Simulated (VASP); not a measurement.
# SiNi2 (P6_3/mmc) in VASP: a series of runs

The runs below take SiNi2 through single point, with PBEsol+D4, BLYP.

Program: VASP 6.6.1. These are calculated values, not measurements. Logs are shortened: lines on timing, memory, paths and dates and some standing lists are left out, and cuts for length are marked.

### Step 1. The cell of the first run

It takes space group P6_3/mmc (No. 194, hexagonal). Conventional cell: a = 3.849 Å, b = 3.849 Å, c = 4.880 Å, α = 90.00°, β = 90.00°, γ = 120.00°. Within 2.9 Å of Ni (site symmetry -6m2) lie 5 Si at 2.22 to 2.44 Å and 6 Ni at 2.54 Å. Within 3.2 Å of Ni (site symmetry -3m) lie 8 Ni at 2.44 to 2.54 Å and 6 Si at 2.54 Å. Si (site symmetry -6m2) has 11 Ni at 2.22 to 2.54 Å within 2.9 Å.

### Step 2. Single point, PBEsol+D4, collinear spin, ferromagnetic start

INCAR reads:

```
ALGO = Normal ; EDIFF = 1E-6
ENCUT = 520 ; GGA = PS
ISIF = 2 ; ISMEAR = -1
ISPIN = 2 ; IVDW = 13
LASPH = T ; LCHARG = F
LMAXMIX = 4 ; LORBIT = 11
LREAL = F ; LWAVE = F
MAGMOM = 1 1 1 1 0 0 ; NBANDS = 37
NELM = 150 ; PREC = Accurate
SIGMA = 0.05
```

KPOINTS reads:

```
k-points
0
Gamma
  8 8 6
```

POSCAR reads:

```
SiNi2
1.0
    3.8494972209      0.0000000000      0.0000000000
   -1.9247486105      3.3337623851      0.0000000000
    0.0000000000      0.0000000000      4.8800912620
Ni Si
4 2
Direct
    0.6666666667      0.3333333333      0.7500000000
    0.3333333333      0.6666666667      0.2500000000
    0.0000000000      0.0000000000      0.5000000000
    0.0000000000      0.0000000000      0.0000000000
    0.6666666667      0.3333333333      0.2500000000
    0.3333333333      0.6666666667      0.7500000000
```

Potentials or basis: VASP PAW PBE potentials, release 64 (Ni, Si).

On the command line:

```bash
$ cat potpaw_PBE.64/Ni/POTCAR potpaw_PBE.64/Si/POTCAR > POTCAR
$ mpirun -np 1 vasp_std > vasp.out
```

OUTCAR:

```text
EDIFF = 1E-6
   ENCUT = 520
   GGA = PS
   ISIF = 2
   ISMEAR = -1
   ISPIN = 2
   IVDW = 13
   LASPH = T
   LORBIT = 11
   LREAL = F
   NELM = 150
   PREC = Accurate

 ion  position               nearest neighbor table
   1  0.667  0.333  0.750-   6 2.22   6 2.22   6 2.22   5 2.44   5 2.44   3 2.54   4 2.54   3 2.54
                             4 2.54   3 2.54   4 2.54
   2  0.333  0.667  0.250-   5 2.22   5 2.22   5 2.22   6 2.44   6 2.44   3 2.54   4 2.54   4 2.54
                             3 2.54   4 2.54   3 2.54
   3  0.000  0.000  0.500-   4 2.44   4 2.44   1 2.54   5 2.54   6 2.54   2 2.54   1 2.54   5 2.54
                             2 2.54   6 2.54   1 2.54   5 2.54   2 2.54   6 2.54
   4  0.000  0.000  0.000-   3 2.44   3 2.44   1 2.54   5 2.54   6 2.54   2 2.54   1 2.54   5 2.54
                             2 2.54   6 2.54   1 2.54   5 2.54   2 2.54   6 2.54
   5  0.667  0.333  0.250-   2 2.22   2 2.22   2 2.22   1 2.44   1 2.44   3 2.54   4 2.54   3 2.54
                             4 2.54   3 2.54   4 2.54
   6  0.333  0.667  0.750-   1 2.22   1 2.22   1 2.22   2 2.44   2 2.44   3 2.54   4 2.54   4 2.54
                             3 2.54   4 2.54   3 2.54

  LATTYP: Found a hexagonal cell.
 ALAT       =     3.8494972209
 C/A-ratio  =     1.2677217262

  Lattice vectors:

 A1 = (   3.8494972209,   0.0000000000,   0.0000000000)
 A2 = (  -1.9247486105,   3.3337623851,   0.0000000000)
 A3 = (   0.0000000000,   0.0000000000,   4.8800912620)

Analysis of symmetry for initial positions (statically):
=====================================================================
 Subroutine PRICEL returns:
 Original cell was already a primitive cell.

 Routine SETGRP: Setting up the symmetry group for a
 hexagonal supercell.

 Subroutine GETGRP returns: Found 24 space group operations
 (whereof 12 operations were pure point group operations)
 out of a pool of 24 trial point group operations.

The static configuration has the point symmetry D_3d.
 The point group associated with its full space group is D_6h.

Analysis of symmetry for dynamics (positions and initial velocities):
=====================================================================
 Subroutine PRICEL returns:
 Original cell was already a primitive cell.

 Routine SETGRP: Setting up the symmetry group for a
 hexagonal supercell.

 Subroutine GETGRP returns: Found 24 space group operations
 (whereof 12 operations were pure point group operations)
 out of a pool of 24 trial point group operations.

The dynamic configuration has the point symmetry D_3d.
 The point group associated with its full space group is D_6h.

Analysis of structural, dynamic, and magnetic symmetry:
=====================================================================
 Subroutine PRICEL returns:
 Original cell was already a primitive cell.

 Routine SETGRP: Setting up the symmetry group for a
 hexagonal supercell.

 Subroutine GETGRP returns: Found 24 space group operations
 (whereof 12 operations were pure point group operations)
 out of a pool of 24 trial point group operations.

The overall configuration has the point symmetry D_3d.
 The point group associated with its full space group is D_6h.

 Subroutine INISYM returns: Found 24 space group operations
 (whereof 12 operations are pure point group operations),
 and found     1 'primitive' translations

----------------------------------------------------------------------------------------

                                     Primitive cell

  volume of cell :      62.6277

  direct lattice vectors                    reciprocal lattice vectors
     3.849497221  0.000000000  0.000000000     0.259774184  0.149980695  0.000000000
    -1.924748611  3.333762385  0.000000000     0.000000000  0.299961390  0.000000000
     0.000000000  0.000000000  4.880091262     0.000000000  0.000000000  0.204914201

  length of vectors
     3.849497221  3.849497221  4.880091262     0.299961390  0.299961390  0.204914201

  position of ions in fractional coordinates (direct lattice)
     0.666666667  0.333333333  0.750000000
     0.333333333  0.666666667  0.250000000
     0.000000000  0.000000000  0.500000000
     0.000000000  0.000000000  0.000000000
     0.666666667  0.333333333  0.250000000
     0.333333333  0.666666667  0.750000000

  ion indices of the primitive-cell ions
   primitive index   ion index
                 1           1
                 2           2
                 3           3
                 4           4
                 5           5
                 6           6

----------------------------------------------------------------------------------------

 KPOINTS: k-points

Automatic generation of k-mesh.
 Grid dimensions read from file:
 generate k-points for:    8    8    6

 Generating k-lattice:

  Cartesian coordinates                     Fractional coordinates (reciprocal lattice)
     0.032471773  0.018747587  0.000000000     0.125000000  0.000000000  0.000000000
     0.000000000  0.037495174  0.000000000     0.000000000  0.125000000  0.000000000
     0.000000000  0.000000000  0.034152367     0.000000000  0.000000000  0.166666667

  Length of vectors
     0.037495174  0.037495174  0.034152367

  Shift w.r.t. Gamma in fractional coordinates (k-lattice)
     0.000000000  0.000000000  0.000000000

 Subroutine IBZKPT returns following result:
 ===========================================

 Found     40 irreducible k-points:

 Following reciprocal coordinates:
            Coordinates               Weight
  0.000000  0.000000  0.000000      1.000000
  0.125000  0.000000  0.000000      6.000000
  0.250000  0.000000  0.000000      6.000000
  0.375000  0.000000  0.000000      6.000000
  0.500000  0.000000  0.000000      3.000000
  0.125000  0.125000  0.000000      6.000000
[... 16 lines left out ...]
  0.250000  0.000000  0.333333     12.000000
  0.375000  0.000000  0.333333     12.000000
 [... further k-points ...]
   k-points           NKPTS =     40   k-points in BZ     NKDIM =     40   number of bands    NBANDS=     37
   number of dos      NEDOS =    301   number of ions     NIONS =      6
   total plane-waves  NPLWV =  32400
   dimension x,y,z NGX =    30 NGY =   30 NGZ =   36
   dimension x,y,z NGXF=    60 NGYF=   60 NGZF=   72
   ions per type =               4   2
   NGX,Y,Z   is equivalent  to a cutoff of  12.96, 12.96, 12.26 a.u.
   NGXF,Y,Z  is equivalent  to a cutoff of  25.91, 25.91, 24.53 a.u.
 SYSTEM =  unknown system
   PREC   = accura    normal or accurate (medium, high low for compatibility)
   ISTART =      0    job   : 0-new  1-cont  2-samecut
   ICHARG =      2    charge: 1-file 2-atom 10-const
   ISPIN  =      2    spin polarized calculation?
   LNONCOLLINEAR =      F non collinear calculations
   LSORBIT =      F    spin-orbit coupling
   LASPH  =      T    aspherical Exc in radial PAW
   ENCUT  =  520.0 eV  38.22 Ry    6.18 a.u.   7.16  7.16  9.07*2*pi/ulx,y,z
   NELM   =    150;   NELMIN=  2; NELMDL= -5     # of ELM steps
   EDIFF  = 0.1E-05   stopping-criterion for ELM
   LREAL  =      F    real-space projection
   EDIFFG = 0.1E-04   stopping-criterion for IOM
   NSW    =      0    number of steps for IOM
   IBRION =     -1    ionic relax: 0-MD 1-quasi-New 2-CG
   NFREE  =      0    steps in history (QN), initial steepest desc. (CG)
   ISIF   =      2    stress and relaxation
   ISYM   =      2    0-nonsym 1-usesym 2-fastsym
   POTIM  = 0.5000    time-step for ionic-motion
   TEBEG  =    0.0;   TEEND  =   0.0 temperature during run
   PSTRESS=    0.0 pullay stress
   NELECT =      48.0000    total number of electrons
   NUPDOWN=      -1.0000    fix difference up-down
   EMIN   =  10.00;   EMAX   =-10.00  energy-range for DOS
   EFERMI =   0.00;   METHOD = LEGACY
   ISMEAR =    -1;   SIGMA  =   0.05  broadening in eV -4-tet -1-fermi 0-gaus
   EFERMI_NEDOS =   21; number of points for ismear=-14 and -15
   IALGO  =     38    algorithm
   IMIX   =      4    mixing-type and parameters
     AMIX     =   0.40;   BMIX     =  1.00
     AMIX_MAG =   1.60;   BMIX_MAG =  1.00
  volume/ion in A,a.u.               =      10.44        70.44
  Fermi-wavevector in a.u.,A,eV,Ry     =   1.498188  2.831165 30.539201  2.244568
  Thomas-Fermi vector in A             =   2.609979
   LORBIT       =     11    0 simple, 1 ext, 2 COOP (PROOUT), +10 PAW based schemes
   GGA     = PS    functional components
   LHFCALC =     F    Hartree Fock is set to
   AEXX    =    0.0000 exact exchange contribution
   IVDW    =    13    specifies the selected vdW correction
   LEPSILON=     F    determine dielectric tensor
   LRPA    =     F    only Hartree local field effects (RPA)
 spin polarized calculation
  energy-cutoff  :      520.00
  volume of cell :       62.63
 maximum number of plane-waves:      1700
 NGX is ok and might be reduce to    30
   NGX = 15   NGY = 15   NGZ = 19

 number of electron      47.9999964 magnetization      -0.0385828

 number of electron      47.9999964 magnetization       0.0006110

 Free energy of the ion-electron system (eV)
  ---------------------------------------------------
  ext. energy  EPLUGINS =         0.00000000
  ---------------------------------------------------
  free energy    TOTEN  =       -39.53985920 eV

  energy without entropy =      -39.50814285  energy(sigma->0) =      -39.52400103

 E-fermi :  11.6832     XC(G=0): -13.3120

 val. band max:       11.6647037475   @ k =   0.2500   0.2500   0.1667
 cond. band min:      11.6851248116   @ k =   0.1250   0.1250   0.0000
 fundamental gap:      0.0204210642
 Fermi energy:        11.6832499689

 spin component 1

 k-point     1 :       0.0000    0.0000    0.0000
  band No.  band energies     occupation
      1      -1.2726      1.00000
      2       3.3309      1.00000
      3       4.9805      1.00000
      4       6.3596      1.00000
      5       6.3596      1.00000
      6       7.5599      1.00000
[... 28 lines left out ...]
     35      21.1444      0.00000
     36      21.1444      0.00000

 k-point     2 :       0.1250    0.0000    0.0000
  band No.  band energies     occupation
      1      -1.0655      1.00000
      2       3.3584      1.00000
      3       5.1227      1.00000
      4       6.3263      1.00000
      5       6.4679      1.00000
      6       7.0160      1.00000
[... 850 lines left out ...]
 k-point    24 :       0.3750    0.0000    0.3333
  band No.  band energies     occupation
      1       1.0941      1.00000
      2       2.5240      1.00000
      3       4.4164      1.00000
      4       5.3699      1.00000
      5       6.9864      1.00000
      6       7.2840      1.00000
[... 28 lines left out ...]
     35      21.9608      0.00000
     36      22.3913      0.00000

 [... further k-points ...]

 spin component 2

 k-point     1 :       0.0000    0.0000    0.0000
  band No.  band energies     occupation
      1      -1.2726      1.00000
      2       3.3310      1.00000
      3       4.9806      1.00000
      4       6.3597      1.00000
      5       6.3597      1.00000
      6       7.5599      1.00000
[... 28 lines left out ...]
     35      21.1445      0.00000
     36      21.1445      0.00000

 k-point     2 :       0.1250    0.0000    0.0000
  band No.  band energies     occupation
      1      -1.0655      1.00000
      2       3.3585      1.00000
      3       5.1228      1.00000
      4       6.3264      1.00000
      5       6.4680      1.00000
      6       7.0161      1.00000
[... 850 lines left out ...]
 k-point    24 :       0.3750    0.0000    0.3333
  band No.  band energies     occupation
      1       1.0941      1.00000
      2       2.5241      1.00000
      3       4.4164      1.00000
      4       5.3700      1.00000
      5       6.9864      1.00000
      6       7.2841      1.00000
[... 28 lines left out ...]
     35      21.9609      0.00000
     36      22.3914      0.00000

 [... further k-points ...]

 [bands above 36 left out]

------------------------ aborting loop because EDIFF is reached ----------------------------------------

  DFT-D4 for vdW energy calculation

  Edisp (eV):   -1.79063

  FORCE on cell =-STRESS in cart. coord.  units (eV):
  Direction    XX          YY          ZZ          XY          YZ          ZX
  --------------------------------------------------------------------------------------
  -------------------------------------------------------------------------------------
  Total       0.12300     0.12300     0.03202    -0.00000    -0.00000     0.00000
  in kB       3.14661     3.14661     0.81905    -0.00000    -0.00000     0.00000
  external pressure =        2.37 kB  Pullay stress =        0.00 kB

 VOLUME and BASIS-vectors are now :
 -----------------------------------------------------------------------------
  energy-cutoff  :      520.00
  volume of cell :       62.63
      direct lattice vectors                 reciprocal lattice vectors
     3.849497221  0.000000000  0.000000000     0.259774184  0.149980695  0.000000000
    -1.924748611  3.333762385  0.000000000     0.000000000  0.299961390  0.000000000
     0.000000000  0.000000000  4.880091262     0.000000000  0.000000000  0.204914201

 POSITION                                       TOTAL-FORCE (eV/Angst)
 -----------------------------------------------------------------------------------
      1.92475      1.11125      3.66007        -0.000000     -0.000000      0.000000
     -0.00000      2.22251      1.22002         0.000000     -0.000000      0.000000
      0.00000      0.00000      2.44005        -0.000000      0.000000      0.000000
      0.00000      0.00000      0.00000        -0.000000      0.000000      0.000000
      1.92475      1.11125      1.22002         0.000000      0.000000      0.000000
     -0.00000      2.22251      3.66007        -0.000000     -0.000000      0.000000
 -----------------------------------------------------------------------------------
    total drift:                               -0.000000      0.000000      0.000000

  FREE ENERGIE OF THE ION-ELECTRON SYSTEM (eV)
  ---------------------------------------------------
  free  energy   TOTEN  =       -41.3304912371 eV

  energy  without entropy=      -41.2987748913  energy(sigma->0) =      -41.31463306

 total charge

# of ion       s       p       d       tot
------------------------------------------
    1        0.535   0.664   8.549   9.748
    2        0.535   0.664   8.549   9.748
    3        0.454   0.589   8.456   9.499
    4        0.454   0.589   8.456   9.499
    5        0.723   0.894   0.000   1.617
    6        0.723   0.894   0.000   1.617
--------------------------------------------------
tot          3.423   4.293  34.011  41.728

 magnetization (x)

# of ion       s       p       d       tot
------------------------------------------
    1       -0.000   0.000   0.000   0.000
    2       -0.000   0.000   0.000   0.000
    3        0.000   0.000   0.000   0.000
    4        0.000   0.000   0.000   0.000
    5        0.000   0.000   0.000   0.000
    6        0.000   0.000   0.000   0.000
--------------------------------------------------
tot          0.000   0.000   0.000   0.000
```

It took 4.1 min on 1 thread of AMD EPYC 9R45 (Zen 5), shared host; peak memory 0.25 GiB.

Results:

```yaml
Free_energy: -41.3305 eV
Pressure: 0.2 GPa
Band_gap_on_the_k_mesh: zero (filled and empty bands overlap)
Net_moment: 0.00 μB per cell
Valence_electrons_inside_the_program's_atomic_spheres: Ni 9.75, 9.50; Si 1.62
Dispersion_energy_per_atom: -0.298 eV
```

Levels at points of the mesh, in eV from the Fermi level:
Spin up:
```tsv
k point	band 20	band 21	band 22	band 23	band 24	band 25	band 26	band 27	band 28	band 29
(0.00, 0.00, 0.00)	-1.33	-0.67	-0.67	0.14	2.75	2.75	2.81	2.91	2.91	3.34
(0.50, 0.00, 0.00)	-1.57	-1.40	-1.28	-1.07	-0.73	-0.58	1.28	1.89	3.05	3.85
(0.00, 0.00, 0.50)	-1.32	-1.32	-1.32	2.30	2.30	3.36	3.36	3.36	3.36	4.29
(0.50, 0.00, 0.50)	-1.79	-1.33	-1.33	-0.96	-0.96	0.98	0.98	3.01	3.01	5.88
```
Spin down:
| k point | band 20 | band 21 | band 22 | band 23 | band 24 | band 25 | band 26 | band 27 | band 28 | band 29 |
| --- | --- | --- | --- | --- | --- | --- | --- | --- | --- | --- |
| (0.00, 0.00, 0.00) | -1.33 | -0.67 | -0.67 | 0.14 | 2.75 | 2.75 | 2.81 | 2.91 | 2.91 | 3.34 |
| (0.50, 0.00, 0.00) | -1.57 | -1.40 | -1.28 | -1.07 | -0.73 | -0.58 | 1.28 | 1.89 | 3.05 | 3.85 |
| (0.00, 0.00, 0.50) | -1.32 | -1.32 | -1.32 | 2.30 | 2.30 | 3.36 | 3.36 | 3.36 | 3.36 | 4.29 |
| (0.50, 0.00, 0.50) | -1.79 | -1.33 | -1.33 | -0.96 | -0.96 | 0.98 | 0.98 | 3.01 | 3.01 | 5.88 |

Caveat: the PAW data sets were made with another functional, which shifts forces and pressure a little; pairwise dispersion overbinds metals, which lowers pressure and volume.

### Step 3. Single point, BLYP, collinear spin, ferromagnetic start

This run uses another cell than the first one, of 10.51 Å³/atom, 1.007 times its volume.

INCAR reads:

```
PREC = Accurate
ENCUT = 520
EDIFF = 1E-6
ISMEAR = -1
SIGMA = 0.05
LREAL = False
LASPH = True
NELM = 150
ALGO = Fast
ISIF = 2
LWAVE = False
LCHARG = True
ISPIN = 2
MAGMOM = 1 1 1 1 0 0
LORBIT = 11
LMAXMIX = 4
GGA = B5
ALDAX = 1.0
AGGAX = 1.0
AGGAC = 1.0
ALDAC = 0.0
LELF = True
LVHAR = True
NBANDS = 37
```

KPOINTS reads:

```
Automatic mesh
0
Gamma
  8 8 6
```

Edit POSCAR of step 2 so:

```diff
@@ -2,5 +2,5 @@
 1.0
-    3.8494972209      0.0000000000      0.0000000000
-   -1.9247486105      3.3337623851      0.0000000000
-    0.0000000000      0.0000000000      4.8800912620
+    3.8360000000      0.0000000000      0.0000000000
+   -1.9180000000      3.3220734489      0.0000000000
+    0.0000000000      0.0000000000      4.9480000000
 Ni Si
```

Potentials or basis: VASP PAW PBE potentials, release 64 (Ni, Si).

On the command line:

```bash
$ cat potpaw_PBE.64/Ni/POTCAR potpaw_PBE.64/Si/POTCAR > POTCAR
$ mpirun -np 1 vasp_std > vasp.out
```

It took 5.1 min on 1 thread of AMD EPYC 9R45 (Zen 5), shared host; peak memory 0.25 GiB.

Results (log left out):

- Free energy: -29.2760 eV
- Pressure: 21.8 GPa
- Band gap on the k mesh: zero (filled and empty bands overlap)
- Net moment: 0.00 μB per cell
- Valence electrons inside the program's atomic spheres: Ni 9.77, 9.51; Si 1.64

Stress tensor (GPa, compression positive):
```
22.88  0.00  0.00
 0.00 22.88  0.00
 0.00  0.00 19.53
```

Levels at points of the mesh, in eV from the Fermi level:
Spin up:
| k point | band 20 | band 21 | band 22 | band 23 | band 24 | band 25 | band 26 | band 27 | band 28 | band 29 |
| --- | --- | --- | --- | --- | --- | --- | --- | --- | --- | --- |
| (0.00, 0.00, 0.00) | -1.31 | -0.68 | -0.68 | 0.06 | 2.89 | 2.96 | 2.96 | 3.01 | 3.01 | 3.31 |
| (0.50, 0.00, 0.00) | -1.60 | -1.46 | -1.30 | -1.07 | -0.75 | -0.64 | 1.15 | 1.91 | 3.16 | 3.76 |
| (0.00, 0.00, 0.50) | -1.33 | -1.33 | -1.33 | 2.18 | 2.18 | 3.44 | 3.44 | 3.44 | 3.44 | 4.33 |
| (0.50, 0.00, 0.50) | -1.79 | -1.35 | -1.35 | -0.99 | -0.99 | 1.00 | 1.00 | 3.06 | 3.06 | 5.78 |
Spin down:
| k point | band 21 | band 22 | band 23 | band 24 | band 25 | band 26 | band 27 | band 28 |
| --- | --- | --- | --- | --- | --- | --- | --- | --- |
| (0.00, 0.00, 0.00) | -0.68 | -0.68 | 0.06 | 2.89 | 2.96 | 2.96 | 3.01 | 3.01 |
| (0.50, 0.00, 0.00) | -1.46 | -1.30 | -1.07 | -0.75 | -0.64 | 1.15 | 1.91 | 3.16 |
| (0.00, 0.00, 0.50) | -1.33 | -1.33 | 2.18 | 2.18 | 3.44 | 3.44 | 3.44 | 3.44 |
| (0.50, 0.00, 0.50) | -1.35 | -1.35 | -0.99 | -0.99 | 1.00 | 1.00 | 3.06 | 3.06 |

Caveat: the PAW data sets were made with another functional, which shifts forces and pressure a little.
